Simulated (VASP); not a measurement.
# TaN in VASP: single point with PBE+D3(BJ)

Aim: the single point of TaN with PBE+D3(BJ).

Program: VASP 6.6.1. These are calculated values, not measurements. Logs are shortened: lines on timing, memory, paths and dates and some standing lists are left out, and cuts for length are marked.

**1. The cell of the first run**

The cell holds a slab with vacuum, 24 atoms: a = 6.201 Å, b = 6.201 Å, c = 24.601 Å, α = 90.00°, β = 90.00°, γ = 90.00°.

**2. Single point, PBE+D3(BJ)**

Input file INCAR:

```
ALGO = Normal
DIPOL = 0.5 0.5 0.414
EDIFF = 1E-6
ENCUT = 520
GGA = PE
GGA_COMPAT = F
IDIPOL = 3
ISIF = 2
ISMEAR = 0
IVDW = 12
LASPH = T
LCHARG = T
LDIPOL = T
LELF = T
LREAL = F
LVACPOTAV = T
LVHAR = T
LWAVE = F
NBANDS = 114
NELM = 120
NELMDL = -8
PREC = Accurate
SIGMA = 0.1
```

Input file KPOINTS:

```
k-points
0
Gamma
  3 3 1
```

Input file POSCAR:

```
TaN
1.0
    6.2014901195      0.0000000000      0.0000000000
    0.0000000000      6.2014901195      0.0000000000
    0.0000000000      0.0000000000     24.6007157170
Ta N
12 12
Direct
    0.5000000000      0.5000000000      0.3251937908
    0.5000000000      0.0000000000      0.3251937908
    0.0000000000      0.5000000000      0.3251937908
    0.0000000000      0.0000000000      0.3251937908
    0.7500000000      0.7250056399      0.4137967753
    0.7500000000      0.2749943601      0.4137967753
    0.2500000000      0.7762999938      0.4141027212
    0.2500000000      0.2237000062      0.4141027212
    0.0049878765      0.0000000000      0.4971339124
   -0.0095768702      0.5000000000      0.4965982189
    0.4950121235      0.0000000000      0.4971339124
    0.5095768702      0.5000000000      0.4965982189
    0.2500000000      0.2500000000      0.3251937908
    0.2500000000      0.7500000000      0.3251937908
    0.7500000000      0.2500000000      0.3251937908
    0.7500000000      0.7500000000      0.3251937908
    0.4674932695      0.5000000000      0.4113269017
    0.5316421038      0.0000000000      0.4118000353
    0.0325067305      0.5000000000      0.4113269017
   -0.0316421038      0.0000000000      0.4118000353
    0.7500000000      0.7519712479      0.5109192390
    0.7500000000      0.2480287521      0.5109192390
    0.2500000000      0.7475222918      0.5100750442
    0.2500000000      0.2524777082      0.5100750442
```

Potentials or basis: VASP PAW PBE potentials, release 64 (Ta_pv, N).

Launch:

```
cat potpaw_PBE.64/Ta_pv/POTCAR potpaw_PBE.64/N/POTCAR > POTCAR
mpirun -np 1 vasp_std > vasp.out
```

OUTCAR:

```text
EDIFF = 1E-6
   ENCUT = 520
   GGA = PE
   ISIF = 2
   ISMEAR = 0
   IVDW = 12
   LASPH = T
   LREAL = F
   NELM = 120
   NELMDL = -8
   PREC = Accurate
 IVDW          = 12

 ion  position               nearest neighbor table
   1  0.500  0.500  0.325-  17 2.13  14 2.19  15 2.19  16 2.19  13 2.19   6 3.02   5 3.02   3 3.10
                             2 3.10   2 3.10   3 3.10   8 3.18   7 3.18
   2  0.500  0.000  0.325-  18 2.14  14 2.19  15 2.19  16 2.19  13 2.19   8 3.02   7 3.02   4 3.10
                             1 3.10   1 3.10   4 3.10   6 3.17   5 3.17
   3  0.000  0.500  0.325-  19 2.13  14 2.19  15 2.19  16 2.19  13 2.19   6 3.02   5 3.02   4 3.10
                             1 3.10   4 3.10   1 3.10   8 3.18   7 3.18
   4  0.000  0.000  0.325-  20 2.14  14 2.19  15 2.19  16 2.19  13 2.19   8 3.02   7 3.02   3 3.10
                             2 3.10   3 3.10   2 3.10   6 3.17   5 3.17
   5  0.750  0.725  0.414-  18 2.18  20 2.18  16 2.19  19 2.24  17 2.24  21 2.40   6 2.79  10 2.88
                            12 2.88   3 3.02   1 3.02  11 3.10   9 3.10   7 3.12   7 3.12   4 3.17
   6  0.750  0.275  0.414-  18 2.18  20 2.18  15 2.19  19 2.24  17 2.24  22 2.40   5 2.79  10 2.88
                            12 2.88   3 3.02   1 3.02  11 3.10   9 3.10   8 3.12   8 3.12   4 3.17
   7  0.250  0.776  0.414-  17 2.18  19 2.18  14 2.19  18 2.23  20 2.23  23 2.37   8 2.77   9 2.90
                            11 2.90   4 3.02   2 3.02  10 3.11  12 3.11   5 3.12   5 3.12   1 3.18
   8  0.250  0.224  0.414-  17 2.18  19 2.18  13 2.19  18 2.23  20 2.23  24 2.37   7 2.77   9 2.90
                            11 2.90   4 3.02   2 3.02  10 3.11  12 3.11   6 3.12   6 3.12   1 3.18
   9  0.005  0.000  0.497-  20 2.11  23 2.20  24 2.20  21 2.23  22 2.23   8 2.90   7 2.90  11 3.04
                             5 3.10   6 3.10  10 3.10  10 3.10  11 3.16
  10  0.990  0.500  0.497-  19 2.11  21 2.19  22 2.19  23 2.25  24 2.25   6 2.88   5 2.88  12 2.98
                             9 3.10   9 3.10   7 3.11   8 3.11  12 3.22
  11  0.495  0.000  0.497-  18 2.11  23 2.20  24 2.20  21 2.23  22 2.23   8 2.90   7 2.90   9 3.04
                             5 3.10   6 3.10  12 3.10  12 3.10   9 3.16
  12  0.510  0.500  0.497-  17 2.11  21 2.19  22 2.19  23 2.25  24 2.25   6 2.88   5 2.88  10 2.98
                            11 3.10  11 3.10   7 3.11   8 3.11  10 3.22
  13  0.250  0.250  0.325-   1 2.19   2 2.19   3 2.19   4 2.19   8 2.19
  14  0.250  0.750  0.325-   1 2.19   2 2.19   3 2.19   4 2.19   7 2.19
  15  0.750  0.250  0.325-   6 2.19   2 2.19   3 2.19   4 2.19   1 2.19
  16  0.750  0.750  0.325-   5 2.19   2 2.19   3 2.19   4 2.19   1 2.19
  17  0.467  0.500  0.411-  12 2.11   1 2.13   8 2.18   7 2.18   6 2.24   5 2.24
  18  0.532  0.000  0.412-  11 2.11   2 2.14   6 2.18   5 2.18   8 2.23   7 2.23
  19  0.033  0.500  0.411-  10 2.11   3 2.13   8 2.18   7 2.18   6 2.24   5 2.24
  20  0.968  0.000  0.412-   9 2.11   4 2.14   6 2.18   5 2.18   8 2.23   7 2.23
  21  0.750  0.752  0.511-  10 2.19  12 2.19  11 2.23   9 2.23   5 2.40
  22  0.750  0.248  0.511-  10 2.19  12 2.19  11 2.23   9 2.23   6 2.40
  23  0.250  0.748  0.510-   9 2.20  11 2.20  10 2.25  12 2.25   7 2.37
  24  0.250  0.252  0.510-   9 2.20  11 2.20  10 2.25  12 2.25   8 2.37

  LATTYP: Found a simple tetragonal cell.
 ALAT       =     6.2014901195
 C/A-ratio  =     3.9669039607

  Lattice vectors:

 A1 = (   6.2014901195,   0.0000000000,   0.0000000000)
 A2 = (   0.0000000000,   6.2014901195,   0.0000000000)
 A3 = (   0.0000000000,   0.0000000000,  24.6007157170)

Analysis of symmetry for initial positions (statically):
=====================================================================
 Subroutine PRICEL returns:
 Original cell was already a primitive cell.

 Routine SETGRP: Setting up the symmetry group for a
 simple tetragonal supercell.

 Subroutine GETGRP returns: Found  4 space group operations
 (whereof  2 operations were pure point group operations)
 out of a pool of 16 trial point group operations.

The static configuration has the point symmetry C_1h.
 The point group associated with its full space group is C_2v.

Analysis of symmetry for dynamics (positions and initial velocities):
=====================================================================
 Subroutine PRICEL returns:
 Original cell was already a primitive cell.

 Routine SETGRP: Setting up the symmetry group for a
 simple tetragonal supercell.

 Subroutine GETGRP returns: Found  4 space group operations
 (whereof  2 operations were pure point group operations)
 out of a pool of 16 trial point group operations.

The dynamic configuration has the point symmetry C_1h.
 The point group associated with its full space group is C_2v.

 Subroutine INISYM returns: Found  4 space group operations
 (whereof  2 operations are pure point group operations),
 and found     1 'primitive' translations

----------------------------------------------------------------------------------------

                                     Primitive cell

  volume of cell :     946.1061

  direct lattice vectors                    reciprocal lattice vectors
     6.201490119  0.000000000  0.000000000     0.161251567  0.000000000  0.000000000
     0.000000000  6.201490119  0.000000000     0.000000000  0.161251567  0.000000000
     0.000000000  0.000000000 24.600715717     0.000000000  0.000000000  0.040649224

  length of vectors
     6.201490119  6.201490119 24.600715717     0.161251567  0.161251567  0.040649224

  position of ions in fractional coordinates (direct lattice)
     0.500000000  0.500000000  0.325193791
     0.500000000  0.000000000  0.325193791
     0.000000000  0.500000000  0.325193791
     0.000000000  0.000000000  0.325193791
     0.750000000  0.725005640  0.413796775
     0.750000000  0.274994360  0.413796775
[... 16 lines left out ...]
     0.250000000  0.747522292  0.510075044
     0.250000000  0.252477708  0.510075044

  ion indices of the primitive-cell ions
   primitive index   ion index
                 1           1
                 2           2
                 3           3
                 4           4
                 5           5
                 6           6
[... 16 lines left out ...]
                23          23
                24          24

----------------------------------------------------------------------------------------

 KPOINTS: k-points

Automatic generation of k-mesh.
 Grid dimensions read from file:
 generate k-points for:    3    3    1

 Generating k-lattice:

  Cartesian coordinates                     Fractional coordinates (reciprocal lattice)
     0.053750522  0.000000000  0.000000000     0.333333333  0.000000000  0.000000000
     0.000000000  0.053750522  0.000000000     0.000000000  0.333333333  0.000000000
     0.000000000  0.000000000  0.040649224     0.000000000  0.000000000  1.000000000

  Length of vectors
     0.053750522  0.053750522  0.040649224

  Shift w.r.t. Gamma in fractional coordinates (k-lattice)
     0.000000000  0.000000000  0.000000000

 Subroutine IBZKPT returns following result:
 ===========================================

 Found      4 irreducible k-points:

 Following reciprocal coordinates:
            Coordinates               Weight
  0.000000  0.000000  0.000000      1.000000
  0.333333  0.000000  0.000000      2.000000
  0.000000  0.333333  0.000000      2.000000
  0.333333  0.333333  0.000000      4.000000
   k-points           NKPTS =      4   k-points in BZ     NKDIM =      4   number of bands    NBANDS=    114
   number of dos      NEDOS =    301   number of ions     NIONS =     24
   total plane-waves  NPLWV = 442368
   dimension x,y,z NGX =    48 NGY =   48 NGZ =  192
   dimension x,y,z NGXF=    96 NGYF=   96 NGZF=  384
   ions per type =              12  12
   NGX,Y,Z   is equivalent  to a cutoff of  12.87, 12.87, 12.97 a.u.
   NGXF,Y,Z  is equivalent  to a cutoff of  25.74, 25.74, 25.95 a.u.
 SYSTEM =  unknown system
   PREC   = accura    normal or accurate (medium, high low for compatibility)
   ISTART =      0    job   : 0-new  1-cont  2-samecut
   ICHARG =      2    charge: 1-file 2-atom 10-const
   ISPIN  =      1    spin polarized calculation?
   LNONCOLLINEAR =      F non collinear calculations
   LSORBIT =      F    spin-orbit coupling
   LASPH  =      T    aspherical Exc in radial PAW
   ENCUT  =  520.0 eV  38.22 Ry    6.18 a.u.  11.53 11.53 45.74*2*pi/ulx,y,z
   NELM   =    120;   NELMIN=  2; NELMDL= -8     # of ELM steps
   EDIFF  = 0.1E-05   stopping-criterion for ELM
   LREAL  =      F    real-space projection
   EDIFFG = 0.1E-04   stopping-criterion for IOM
   NSW    =      0    number of steps for IOM
   IBRION =     -1    ionic relax: 0-MD 1-quasi-New 2-CG
   NFREE  =      0    steps in history (QN), initial steepest desc. (CG)
   ISIF   =      2    stress and relaxation
   ISYM   =      2    0-nonsym 1-usesym 2-fastsym
   POTIM  = 0.5000    time-step for ionic-motion
   TEBEG  =    0.0;   TEEND  =   0.0 temperature during run
   PSTRESS=    0.0 pullay stress
   NELECT =     192.0000    total number of electrons
   NUPDOWN=      -1.0000    fix difference up-down
   EMIN   =  10.00;   EMAX   =-10.00  energy-range for DOS
   EFERMI =   0.00;   METHOD = LEGACY
   ISMEAR =     0;   SIGMA  =   0.10  broadening in eV -4-tet -1-fermi 0-gaus
   EFERMI_NEDOS =   21; number of points for ismear=-14 and -15
   IALGO  =     38    algorithm
   IMIX   =      4    mixing-type and parameters
     AMIX     =   0.40;   BMIX     =  1.00
     AMIX_MAG =   1.60;   BMIX_MAG =  1.00
  volume/ion in A,a.u.               =      39.42       266.03
  Fermi-wavevector in a.u.,A,eV,Ry     =   0.962045  1.818001 12.592602  0.925530
  Thomas-Fermi vector in A             =   2.091470
   LORBIT       =      0    0 simple, 1 ext, 2 COOP (PROOUT), +10 PAW based schemes
   GGA     = PE    functional components
   LHFCALC =     F    Hartree Fock is set to
   AEXX    =    0.0000 exact exchange contribution
   IVDW    =    12    specifies the selected vdW correction
   LEPSILON=     F    determine dielectric tensor
   LRPA    =     F    only Hartree local field effects (RPA)
 non-spin polarized calculation
 Gauss-broadening in eV      SIGMA  =   0.10
  energy-cutoff  :      520.00
  volume of cell :      946.11
 maximum number of plane-waves:     25535
 NGX is ok and might be reduce to    48
   NGX = 23   NGY = 23   NGZ = 91

 dipolmoment           0.000000      0.000000      0.000980 electrons x Angstroem

 number of electron     192.0000020 magnetization

 dipolmoment           0.000000      0.000000     -0.084027 electrons x Angstroem

 Free energy of the ion-electron system (eV)
  ---------------------------------------------------
  ext. energy  EPLUGINS =         0.00000000
  ---------------------------------------------------
  free energy    TOTEN  =      -255.99565466 eV

  energy without entropy =     -255.94836475  energy(sigma->0) =     -255.97200971

 E-fermi :  -0.1158     XC(G=0):  -4.4866

 val. band max:       -0.1215664489   @ k =   0.0000   0.0000   0.0000
 cond. band min:       0.0666886840   @ k =   0.3333   0.0000   0.0000
 fundamental gap:      0.1882551329
 Fermi energy:        -0.1158155131

 k-point     1 :       0.0000    0.0000    0.0000
  band No.  band energies     occupation
      1     -36.4700      2.00000
      2     -36.4620      2.00000
      3     -36.3705      2.00000
      4     -36.3630      2.00000
      5     -36.3629      2.00000
      6     -36.3571      2.00000
[... 100 lines left out ...]
    107       1.4144      0.00000
    108       1.5677      0.00000
[... 331 lines left out ...]
    107       1.2960      0.00000
    108       1.3863      0.00000
 [bands above 108 left out]

------------------------ aborting loop because EDIFF is reached ----------------------------------------

 Edisp (eV)   -7.39946

 E8    (eV) :    -3.5511

  FORCE on cell =-STRESS in cart. coord.  units (eV):
  Direction    XX          YY          ZZ          XY          YZ          ZX
  --------------------------------------------------------------------------------------
  -------------------------------------------------------------------------------------
  Total     -22.83370   -30.23910     0.86534     0.00000     0.00000     0.00000
  in kB     -38.66758   -51.20821     1.46541     0.00000     0.00000     0.00000
  external pressure =      -29.47 kB  Pullay stress =        0.00 kB

 VOLUME and BASIS-vectors are now :
 -----------------------------------------------------------------------------
  energy-cutoff  :      520.00
  volume of cell :      946.11
      direct lattice vectors                 reciprocal lattice vectors
     6.201490119  0.000000000  0.000000000     0.161251567  0.000000000  0.000000000
     0.000000000  6.201490119  0.000000000     0.000000000  0.161251567  0.000000000
     0.000000000  0.000000000 24.600715717     0.000000000  0.000000000  0.040649224

 POSITION                                       TOTAL-FORCE (eV/Angst)
 -----------------------------------------------------------------------------------
      3.10075      3.10075      8.00000         0.411580      0.000000      1.325446
      3.10075      0.00000      8.00000        -0.376012      0.000000      1.262690
      0.00000      3.10075      8.00000        -0.411580      0.000000      1.325446
      0.00000      0.00000      8.00000         0.376012      0.000000      1.262690
      4.65112      4.49612     10.17970         0.000000     -0.035033      0.018690
      4.65112      1.70537     10.17970         0.000000      0.035033      0.018690
[... 16 lines left out ...]
      1.55037      4.63575     12.54821         0.000000      0.024137     -0.034776
      1.55037      1.56574     12.54821         0.000000     -0.024137     -0.034776
 -----------------------------------------------------------------------------------
    total drift:                                0.000000      0.000000      0.000276

  FREE ENERGIE OF THE ION-ELECTRON SYSTEM (eV)
  ---------------------------------------------------
  free  energy   TOTEN  =      -263.3951106155 eV

  energy  without entropy=     -263.3478207133  energy(sigma->0) =     -263.37146566

 vacuum level on the upper side and lower side of the slab         3.293         3.688
```

It took 18 min on 1 thread of AMD EPYC 9R45 (Zen 5), shared host; peak memory 0.96 GiB.

What came out:

```yaml
Free_energy: -263.3951 eV
Largest_force: 1.388 eV/Å
Band_gap_on_the_k_mesh: zero (bands 96 and 97 overlap by 0.42 eV)
Dispersion_energy_per_atom: -0.308 eV
```

Forces on the atoms (eV/Å):
```
Ta   0.412  0.000  1.325
Ta  -0.376  0.000  1.263
Ta  -0.412  0.000  1.325
Ta   0.376  0.000  1.263
Ta   0.000 -0.035  0.019
Ta   0.000  0.035  0.019
Ta   0.000  0.053 -0.030
Ta   0.000 -0.053 -0.030
Ta   0.069  0.000  0.027
Ta   0.150  0.000  0.148
Ta  -0.069  0.000  0.027
Ta  -0.150  0.000  0.148
N    0.000  0.000 -1.351
N    0.000  0.000 -1.351
N    0.000 -0.016 -1.343
N    0.000  0.016 -1.343
N    0.002  0.000  0.003
N    0.021  0.000 -0.050
N   -0.002  0.000  0.003
N   -0.021  0.000 -0.050
N    0.000  0.016  0.025
N    0.000 -0.016  0.025
N    0.000  0.024 -0.035
N    0.000 -0.024 -0.035
```

Caveat: spin-orbit coupling is left out, which moves the levels of the heavy elements.
